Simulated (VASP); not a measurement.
# TaSi2 (P6_222) in VASP: notebook, part 2 of 2

VASP 6.6.1.

**3. Single point, r2SCAN+rVV10**

This run uses another cell than the first one, of 14.34 Å³/atom.

Contents of POSCAR:

```
TaSi2
1.0
    4.7703152309      0.0000000029      0.0000000000
   -2.3851576180      4.1312141726      0.0000000000
    0.0000000000      0.0000000000      6.5510625262
Ta Si
3 6
Direct
    0.0000000000      0.5000000000      0.1666666667
    0.5000000000      0.5000000000      0.8333333333
    0.5000000000      0.0000000000      0.5000000000
    0.8416231661      0.6832463322      0.5000000000
    0.1583768339      0.8416231661      0.8333333333
    0.6832463322      0.8416231661      0.1666666667
    0.1583768339      0.3167536678      0.5000000000
    0.8416231661      0.1583768339      0.8333333333
    0.3167536678      0.1583768339      0.1666666667
```

Contents of INCAR.step1:

```
SYSTEM = TaSi2
PREC = Accurate
ENCUT = 550
ISMEAR = 0
SIGMA = 0.1
LREAL = .FALSE.
LASPH = .TRUE.
NELM = 120
NBANDS = 38
GGA = PE
ALGO = Normal
EDIFF = 1E-5
LWAVE = .TRUE.
LCHARG = .FALSE.
GGA_COMPAT = .FALSE.
```

Contents of INCAR.step2:

```
SYSTEM = TaSi2
PREC = Accurate
ENCUT = 550
EDIFF = 1E-6
ISMEAR = 0
SIGMA = 0.1
LREAL = .FALSE.
LASPH = .TRUE.
NELM = 120
ALGO = Normal
ISIF = 2
LWAVE = .FALSE.
LCHARG = .FALSE.
METAGGA = R2SCAN
LMIXTAU = .TRUE.
LUSE_VDW = .TRUE.
IVDW_NL = 2
BPARAM = 11.95
CPARAM = 0.0093
NBANDS = 38
ISTART = 1
GGA_COMPAT = .FALSE.
```

Contents of KPOINTS:

```
regular mesh
0
G
  9 9 6
  0 0 0
```

Potentials or basis: VASP PAW PBE potentials, release 64 (Ta_pv, Si).

Launch:

```
$ cat potpaw_PBE.64/Ta_pv/POTCAR potpaw_PBE.64/Si/POTCAR > POTCAR
$ cp INCAR.step1 INCAR
$ mpirun -np 1 vasp_std > vasp.out
$ cp INCAR.step2 INCAR
$ mpirun -np 1 vasp_std > vasp.out
```

OUTCAR:

```text
SYSTEM = TaSi2
   PREC = Accurate
   ENCUT = 550
   EDIFF = 1E-6
   ISMEAR = 0
   LREAL = .FALSE.
   LASPH = .TRUE.
   NELM = 120
   ISIF = 2
   METAGGA = R2SCAN
   IVDW_NL = 2
   BPARAM = 11.95
   ISTART = 1

 ion  position               nearest neighbor table
   1  0.000  0.500  0.167-   4 2.60   7 2.60   5 2.60   8 2.60   6 2.72   9 2.72   9 2.72   6 2.72
                             6 2.82   9 2.82   3 3.23   3 3.23   2 3.23   2 3.23
   2  0.500  0.500  0.833-   4 2.60   7 2.60   6 2.60   9 2.60   5 2.72   8 2.72   5 2.72   8 2.72
                             8 2.82   5 2.82   3 3.23   3 3.23   1 3.23   1 3.23
[... 1217 lines left out ...]
  in kB        4.7266180      4.7266180      3.5523598     -0.0000000     -0.0000000      0.0000000
  external PRESSURE =       4.3351986 kB  Pullay stress =       0.0000000 kB

 VOLUME and BASIS-vectors are now :
 -----------------------------------------------------------------------------
  energy-cutoff  :      550.00
  volume of cell :      129.10
      direct lattice vectors                 reciprocal lattice vectors
     4.770315231  0.000000003  0.000000000     0.209629752  0.121029794  0.000000000
    -2.385157618  4.131214173  0.000000000    -0.000000000  0.242059588  0.000000000
     0.000000000  0.000000000  6.551062526     0.000000000  0.000000000  0.152646994

 POSITION                                       TOTAL-FORCE (eV/Angst)
 -----------------------------------------------------------------------------------
     -1.19258      2.06561      1.09184        -0.000000      0.000000     -0.000000
      1.19258      2.06561      5.45922        -0.000000     -0.000000     -0.000000
      2.38516      0.00000      3.27553         0.000000     -0.000000     -0.000000
      2.38516      2.82264      3.27553        -0.000000      0.009047     -0.000000
     -1.25190      3.47693      5.45922        -0.007835      0.004524      0.000000
      1.25190      3.47693      1.09184         0.007835      0.004524      0.000000
     -0.00000      1.30858      3.27553         0.000000     -0.009047     -0.000000
      3.63705      0.65429      5.45922         0.007835     -0.004524      0.000000
      1.13326      0.65429      1.09184        -0.007835     -0.004524     -0.000000
 -----------------------------------------------------------------------------------
    total drift:                               -0.000000     -0.000000      0.000000

  FREE ENERGIE OF THE ION-ELECTRON SYSTEM (eV)
  ---------------------------------------------------
  free  energy   TOTEN  =      -201.7165365229 eV

  energy  without entropy=     -201.6960174427  energy(sigma->0) =     -201.70627698
```

OUTCAR.step1:

```text
SYSTEM = TaSi2
   PREC = Accurate
   ENCUT = 550
   ISMEAR = 0
   LREAL = .FALSE.
   LASPH = .TRUE.
[... 1244 lines left out ...]
     -0.00000      1.30858      3.27553        -0.000000      0.056719      0.000000
      3.63705      0.65429      5.45922        -0.049121      0.028360     -0.000000
      1.13326      0.65429      1.09184         0.049121      0.028360      0.000000
 -----------------------------------------------------------------------------------
    total drift:                               -0.000000     -0.000000     -0.000000

  FREE ENERGIE OF THE ION-ELECTRON SYSTEM (eV)
  ---------------------------------------------------
  free  energy   TOTEN  =       -72.2178961415 eV

  energy  without entropy=      -72.1959992595  energy(sigma->0) =      -72.20694770
```

It took 22 min on 1 thread of Oxide Virtual Turin-like, shared host; peak memory 0.59 GiB.

What came out:

* Free energy: -201.7165 eV
* Pressure: 0.4 GPa
* Largest force: 0.009 eV/Å
* Band gap on the k mesh: zero (an odd number of electrons rules out a gap without spin polarisation)

Forces in eV/Å, atoms in the order of the input:
```
Ta   0.000  0.000  0.000
Ta   0.000  0.000  0.000
Ta   0.000  0.000  0.000
Si   0.000  0.009  0.000
Si  -0.008  0.005  0.000
Si   0.008  0.005  0.000
Si   0.000 -0.009  0.000
Si   0.008 -0.005  0.000
Si  -0.008 -0.005  0.000
```

Levels at points of the mesh, in eV from the Fermi level:
```tsv
k point	band 25	band 26	band 27	band 28	band 29	band 30	band 31	band 32	band 33	band 34
(0.00, 0.00, 0.00)	-2.67	-2.67	-2.37	-2.37	-1.71	0.84	3.21	3.21	3.78	3.82
(0.00, 0.00, 0.50)	-2.40	-2.31	-2.02	-2.02	1.24	1.24	2.85	2.85	3.72	3.72
```

Caveat: the PAW data sets were made with another functional, which shifts forces and pressure a little; spin-orbit coupling is left out, which moves the levels of the heavy elements; an odd number of electrons without spin polarisation forces a metal; a magnetic or distorted state may lie lower.
